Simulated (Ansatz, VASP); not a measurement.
## Ca in VASP and in Ansatz

INCAR

```
SYSTEM = Ca
PREC = Accurate
ENCUT = 520
EDIFF = 1E-7
ISMEAR = -1
SIGMA = 0.08
LREAL = .FALSE.
LASPH = .TRUE.
NELM = 60
ALGO = Normal
ISIF = 2
LWAVE = .FALSE.
LCHARG = .TRUE.
LELF = .TRUE.
LVHAR = .TRUE.
NBANDS = 11
```

File KPOINTS:

```
Automatic mesh
0
G
  12 12 12
  0 0 0
```

Contents of POSCAR:

```
Ca
1.0
    0.0000000000      2.6714644531      2.6714644531
    2.6714644531      0.0000000000      2.6714644531
    2.6714644531      2.6714644531      0.0000000000
Ca
1
Direct
    0.0000000000      0.0000000000      0.0000000000
```

Input for Ansatz:

```yaml
crystal:
  lattice:
    - [0.0, 2.6714644531, 2.6714644531]
    - [2.6714644531, 0.0, 2.6714644531]
    - [2.6714644531, 2.6714644531, 0.0]
  atoms:
    - { symbol: Ca, position: [0.0, 0.0, 0.0] }
kpoints:
  mp_grid: { grid: [12, 12, 12] }
  band_path:
    path:
      - [0.0, 0.0, 0.0]
      - [0.5, 0.0, 0.5]
      - [0.625, 0.25, 0.625]
      - [0.375, 0.375, 0.75]
      - [0.0, 0.0, 0.0]
      - [0.5, 0.5, 0.5]
      - [0.5, 0.25, 0.75]
      - [0.5, 0.0, 0.5]
    npoints: 8
scf:
  occupations: { method: fermi_dirac, width: 0.08 }
hamiltonian:
  xc: lda
  pseudopotentials: { kind: paw }
output:
  forces: true
  stress: true
  eigenvalues: true
  populations: true
  dos: { projected: true, de: 0.2, e_range: [-14, 8] }
  write_density: true
  write_potential: true
  elf: true
  volumetric_format: npy
```

Change from the starting cell: volume scaled by 1, PAW files.

Alike in both runs: task single point; functional LDA; k mesh 12 × 12 × 12; occupations fermi-dirac, width 0.08 eV; no spin polarisation.

|  | VASP | Ansatz |
| --- | --- | --- |
| version | VASP 6.6.1 | Ansatz 0.2.0 |
| potentials or method | VASP PAW LDA potentials, release 64 (Ca_sv) | PAW with Ansatz's default frozen-core files, scalar-relativistic |
| plane-wave cutoff (eV) | 520 | 420 |
| valence electrons in the cell | 10 | 10 |

|  | VASP | Ansatz | Ansatz less VASP |
| --- | --- | --- | --- |
| pressure (GPa) | 0.0 | 0.0 | -0.01 |

LDA's correlation is that of Perdew and Zunger in VASP and of Perdew and Wang (1992) in Ansatz.
